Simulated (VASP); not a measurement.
# TiSi16 (a cell with a defect) in VASP: a series of runs, part 3 of 3

VASP 6.6.1. Earlier steps stand in the parts before.

### 5 Single point, PBE+D3(BJ)

INCAR reads:

```
SYSTEM = TiSi16
  PREC = Accurate
  ENCUT = 520
  EDIFF = 1E-6
  ISMEAR = 0
  SIGMA = 0.05
  LREAL = Auto
  LASPH = .True.
  NELM = 60
  ALGO = Normal
  ISIF = 2
  LWAVE = .False.
  LCHARG = .True.
  GGA = PE
  IVDW = 12
  LELF = .True.
  LVHAR = .True.
  NBANDS = 52
```

KPOINTS reads:

```
Automatic mesh
0
Gamma
  2 2 2
  0 0 0
```

POSCAR reads:

```
TiSi16
1.0
    0.0000000000      5.4300000000      5.4300000000
    5.4300000000      0.0000000000      5.4300000000
    5.4300000000      5.4300000000      0.0000000000
Si Ti
16 1
Direct
   -0.0003759669     -0.0001682320     -0.0001439227
    0.1231746777      0.1233488950      0.1233686004
    0.0030860037      0.0031692449      0.4965152855
    0.1232853591      0.1234266114      0.6292825967
    0.0030932781      0.4964938306      0.0031829650
    0.1232900552      0.6292581952      0.1234462247
    0.0033569061      0.4965858195      0.4966075506
    0.1372671271      0.6207768877      0.6207921731
    0.4963084715      0.0032237569      0.0032300184
    0.6290475138      0.1234651934      0.1234801105
    0.4964421731      0.0034458564      0.4966567219
    0.6206802026      0.1373737569      0.6208225599
    0.4964486188      0.4966412523      0.0034535912
    0.6206862799      0.6208135359      0.1373809392
    0.4999699816      0.5000688766      0.5000744015
    0.6208550645      0.6209123389      0.6209173112
    0.7498358195      0.7499776243      0.7499903315
```

Potentials or basis: VASP PAW PBE potentials, release 64 (Si, Ti_sv).

The run is started by

```console
$ cat potpaw_PBE.64/Si/POTCAR potpaw_PBE.64/Ti_sv/POTCAR > POTCAR
$ mpirun -np 1 vasp_std > vasp.out
```

OUTCAR:

```text
SYSTEM = TiSi16
   PREC = Accurate
   ENCUT = 520
   EDIFF = 1E-6
   ISMEAR = 0
   LREAL = Auto
   LASPH = .True.
   NELM = 60
   ISIF = 2
   GGA = PE
   IVDW = 12
 IVDW          = 12

 ion  position               nearest neighbor table
   1  1.000  1.000  1.000-   4 2.32   6 2.32  10 2.32   2 2.32
   2  0.123  0.123  0.123-   1 2.32   9 2.34   5 2.34   3 2.34
   3  0.003  0.003  0.497-   2 2.34   4 2.34   8 2.40  12 2.40  17 2.75
   4  0.123  0.123  0.629-   1 2.32  11 2.34   7 2.34   3 2.34
   5  0.003  0.496  0.003-   2 2.34   6 2.34   8 2.40  14 2.40  17 2.75
   6  0.123  0.629  0.123-   1 2.32  13 2.34   7 2.34   5 2.34
   7  0.003  0.497  0.497-   4 2.34   6 2.34   8 2.40  16 2.40  17 2.75
   8  0.137  0.621  0.621-  15 2.27   7 2.40   5 2.40   3 2.40  17 2.43
   9  0.496  0.003  0.003-   2 2.34  10 2.34  12 2.40  14 2.40  17 2.75
  10  0.629  0.123  0.123-   1 2.32  13 2.34  11 2.34   9 2.34
  11  0.496  0.003  0.497-   4 2.34  10 2.34  12 2.40  16 2.40  17 2.75
  12  0.621  0.137  0.621-  15 2.27  11 2.40   3 2.40   9 2.40  17 2.43
  13  0.496  0.497  0.003-   6 2.34  10 2.34  14 2.40  16 2.40  17 2.75
  14  0.621  0.621  0.137-  15 2.27  13 2.40   5 2.40   9 2.40  17 2.43
  15  0.500  0.500  0.500-  16 2.27  14 2.27  12 2.27   8 2.27
  16  0.621  0.621  0.621-  15 2.27   7 2.40  11 2.40  13 2.40  17 2.43
  17  0.750  0.750  0.750-  16 2.43  14 2.43  12 2.43   8 2.43   3 2.75   5 2.75   9 2.75  13 2.75
                            11 2.75   7 2.75

  LATTYP: Found a face centered cubic cell.
 ALAT       =    10.8600000000

  Lattice vectors:

 A1 = (   0.0000000000,   5.4300000000,   5.4300000000)
 A2 = (   5.4300000000,   0.0000000000,   5.4300000000)
 A3 = (   5.4300000000,   5.4300000000,   0.0000000000)

Analysis of symmetry for initial positions (statically):
=====================================================================
 Subroutine PRICEL returns:
 Original cell was already a primitive cell.

 Routine SETGRP: Setting up the symmetry group for a
 face centered cubic supercell.

 Subroutine GETGRP returns: Found  1 space group operations
 (whereof  1 operations were pure point group operations)
 out of a pool of 48 trial point group operations.

The static configuration has the point symmetry C_1 .

Analysis of symmetry for dynamics (positions and initial velocities):
=====================================================================
 Subroutine PRICEL returns:
 Original cell was already a primitive cell.

 Routine SETGRP: Setting up the symmetry group for a
 face centered cubic supercell.

 Subroutine GETGRP returns: Found  1 space group operations
 (whereof  1 operations were pure point group operations)
 out of a pool of 48 trial point group operations.

The dynamic configuration has the point symmetry C_1 .

 Subroutine INISYM returns: Found  1 space group operations
 (whereof  1 operations are pure point group operations),
 and found     1 'primitive' translations

----------------------------------------------------------------------------------------

                                     Primitive cell

  volume of cell :     320.2060

  direct lattice vectors                    reciprocal lattice vectors
     0.000000000  5.430000000  5.430000000    -0.092081031  0.092081031  0.092081031
[... 79 lines left out ...]
  0.000000  0.500000  0.500000      1.000000
  0.500000  0.000000  0.500000      1.000000
   k-points           NKPTS =      8   k-points in BZ     NKDIM =      8   number of bands    NBANDS=     52
   number of dos      NEDOS =    301   number of ions     NIONS =     17
   total plane-waves  NPLWV = 216000
   dimension x,y,z NGX =    60 NGY =   60 NGZ =   60
   dimension x,y,z NGXF=   120 NGYF=  120 NGZF=  120
   ions per type =              16   1
   NGX,Y,Z   is equivalent  to a cutoff of  12.99, 12.99, 12.99 a.u.
   NGXF,Y,Z  is equivalent  to a cutoff of  25.98, 25.98, 25.98 a.u.
 SYSTEM =  TiSi16
   PREC   = accura    normal or accurate (medium, high low for compatibility)
   ISTART =      0    job   : 0-new  1-cont  2-samecut
   ICHARG =      2    charge: 1-file 2-atom 10-const
   ISPIN  =      1    spin polarized calculation?
   LNONCOLLINEAR =      F non collinear calculations
   LSORBIT =      F    spin-orbit coupling
   LASPH  =      T    aspherical Exc in radial PAW
   ENCUT  =  520.0 eV  38.22 Ry    6.18 a.u.  14.28 14.28 14.28*2*pi/ulx,y,z
   NELM   =     60;   NELMIN=  2; NELMDL= -5     # of ELM steps
   EDIFF  = 0.1E-05   stopping-criterion for ELM
   LREAL  =      T    real-space projection
   EDIFFG = 0.1E-04   stopping-criterion for IOM
   NSW    =      0    number of steps for IOM
   IBRION =     -1    ionic relax: 0-MD 1-quasi-New 2-CG
   NFREE  =      0    steps in history (QN), initial steepest desc. (CG)
   ISIF   =      2    stress and relaxation
   ISYM   =      2    0-nonsym 1-usesym 2-fastsym
   POTIM  = 0.5000    time-step for ionic-motion
   TEBEG  =    0.0;   TEEND  =   0.0 temperature during run
   PSTRESS=    0.0 pullay stress
   NELECT =      76.0000    total number of electrons
   NUPDOWN=      -1.0000    fix difference up-down
   EMIN   =  10.00;   EMAX   =-10.00  energy-range for DOS
   EFERMI =   0.00;   METHOD = LEGACY
   ISMEAR =     0;   SIGMA  =   0.05  broadening in eV -4-tet -1-fermi 0-gaus
   EFERMI_NEDOS =   21; number of points for ismear=-14 and -15
   IALGO  =     38    algorithm
   IMIX   =      4    mixing-type and parameters
     AMIX     =   0.40;   BMIX     =  1.00
     AMIX_MAG =   1.60;   BMIX_MAG =  1.00
  volume/ion in A,a.u.               =      18.84       127.11
  Fermi-wavevector in a.u.,A,eV,Ry     =   1.013607  1.915439 13.978610  1.027399
  Thomas-Fermi vector in A             =   2.146786
   LORBIT       =      0    0 simple, 1 ext, 2 COOP (PROOUT), +10 PAW based schemes
   GGA     = PE    functional components
   LHFCALC =     F    Hartree Fock is set to
   AEXX    =    0.0000 exact exchange contribution
   IVDW    =    12    specifies the selected vdW correction
   LEPSILON=     F    determine dielectric tensor
   LRPA    =     F    only Hartree local field effects (RPA)
 non-spin polarized calculation
 Gauss-broadening in eV      SIGMA  =   0.05
  energy-cutoff  :      520.00
  volume of cell :      320.21
 maximum number of plane-waves:      8646
 NGX is ok and might be reduce to    60
   NGX = 29   NGY = 29   NGZ = 29

 number of electron      75.9999998 magnetization

 Free energy of the ion-electron system (eV)
  ---------------------------------------------------
  ext. energy  EPLUGINS =         0.00000000
  ---------------------------------------------------
  free energy    TOTEN  =       -92.21308179 eV

  energy without entropy =      -92.18834426  energy(sigma->0) =      -92.20071303

 E-fermi :   6.9301     XC(G=0):  -9.7515

 val. band max:        6.8927540684   @ k =   0.5000   0.5000   0.0000
 cond. band min:       6.9608302714   @ k =   0.5000   0.5000   0.5000
 fundamental gap:      0.0680762030
 Fermi energy:         6.9300689835

 k-point     1 :       0.0000    0.0000    0.0000
  band No.  band energies     occupation
      1     -49.8790      2.00000
      2     -26.2521      2.00000
      3     -26.2520      2.00000
      4     -26.2503      2.00000
      5      -5.7209      2.00000
      6      -3.5138      2.00000
[... 413 lines left out ...]
     49       9.8749      0.00000
     50      10.5385      0.00000
 [bands above 50 left out]

------------------------ aborting loop because EDIFF is reached ----------------------------------------

 Edisp (eV)   -5.83782

 E8    (eV) :    -2.4422

  FORCE on cell =-STRESS in cart. coord.  units (eV):
  Direction    XX          YY          ZZ          XY          YZ          ZX
  --------------------------------------------------------------------------------------
  -------------------------------------------------------------------------------------
  Total       1.88348     1.88687     1.88735    -0.01101    -0.00725    -0.01045
  in kB       9.42414     9.44109     9.44353    -0.05510    -0.03628    -0.05228
  external pressure =        9.44 kB  Pullay stress =        0.00 kB

 VOLUME and BASIS-vectors are now :
 -----------------------------------------------------------------------------
  energy-cutoff  :      520.00
  volume of cell :      320.21
      direct lattice vectors                 reciprocal lattice vectors
     0.000000000  5.430000000  5.430000000    -0.092081031  0.092081031  0.092081031
     5.430000000  0.000000000  5.430000000     0.092081031 -0.092081031  0.092081031
     5.430000000  5.430000000  0.000000000     0.092081031  0.092081031 -0.092081031

 POSITION                                       TOTAL-FORCE (eV/Angst)
 -----------------------------------------------------------------------------------
     10.85830     10.85718     10.85704         0.001000      0.000963      0.001039
      1.33968      1.33873      1.33862        -0.000755     -0.001251     -0.001175
      2.71329      2.71284      0.03397         0.000800     -0.000727      0.001804
      4.08721      4.08644      1.33965         0.001240      0.000552     -0.001738
      2.71325      0.03408      2.71276         0.001015      0.001808     -0.000652
      4.08719      1.33978      4.08634         0.001165     -0.001633      0.000619
[... 9 lines left out ...]
      6.74314      6.74282      6.74280        -0.001349     -0.003132     -0.003326
      8.14483      8.14406      8.14399         0.002068      0.007390      0.007897
 -----------------------------------------------------------------------------------
    total drift:                                0.001493      0.008626      0.009078

  FREE ENERGIE OF THE ION-ELECTRON SYSTEM (eV)
  ---------------------------------------------------
  free  energy   TOTEN  =       -98.0508978586 eV

  energy  without entropy=      -98.0261603304  energy(sigma->0) =      -98.03852909
```

Run time: 4 min. Hardware: 1 thread of Intel Xeon Platinum 8488C (Sapphire Rapids), shared host; peak memory 0.48 GiB.

What came out:

```
Free energy                : -98.0509 eV
Pressure                   : 0.9 GPa
Largest force              : 0.011 eV/Å
Band gap on the k mesh     : zero (bands 38 and 39 overlap by 0.43 eV)
Dispersion energy per atom : -0.343 eV
```

Forces in eV/Å, atoms in the order of the input:
```
Si   0.001  0.001  0.001
Si  -0.001 -0.001 -0.001
Si   0.001 -0.001  0.002
Si   0.001  0.001 -0.002
Si   0.001  0.002 -0.001
Si   0.001 -0.002  0.001
Si   0.002 -0.002 -0.002
Si  -0.005  0.002  0.002
Si   0.001  0.001  0.001
Si  -0.001  0.001  0.001
Si  -0.002  0.002 -0.001
Si   0.002 -0.006  0.001
Si  -0.002 -0.001  0.001
Si   0.002  0.001 -0.006
Si  -0.001 -0.001 -0.001
Si  -0.001 -0.003 -0.003
Ti   0.002  0.007  0.008
```

Caveat: the k points lie up to 0.50 Å⁻¹ apart.

The gap in the log of VASP goes by the Fermi energy; the results here count the filled bands.